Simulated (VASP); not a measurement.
Sn, 2 atoms in the cell. It takes space group Fd-3m (No. 227, cubic). Conventional cell: a = 6.491 Å, b = 6.491 Å, c = 6.491 Å, α = 90.00°, β = 90.00°, γ = 90.00°. Within 3.7 Å of Sn (site symmetry -43m) lie 4 Sn at 2.81 Å. 

```yaml
Program: VASP 6.6.1
Task: single point
Functional: LDA
Potentials_or_basis: VASP PAW LDA potentials, release 64 (Sn_d)
Cutoff: 520 eV
k_mesh: 11 × 11 × 11
Occupations: fermi-dirac, width 0.05 eV
Spin: no spin polarisation
Dipole_correction: no
Further_INCAR_settings: ALGO = Normal; EDIFF = 1e-06; NBANDS = 21
```

Potentials or basis: VASP PAW LDA potentials, release 64 (Sn_d).

The run is started by

```console
$ cat potpaw_LDA.64/Sn_d/POTCAR > POTCAR
$ mpirun -np 1 vasp_std > vasp.out
```

Hardware: 1 thread of Intel(R) Xeon(R) 6975P-C (Granite Rapids), on a shared host.

Q: Estimate the wall time of this run.

A: It took 31 s on 1 thread of Intel(R) Xeon(R) 6975P-C (Granite Rapids), on a shared host, peak memory 0.2 GiB. Counts: scf iterations 11, k points 56.
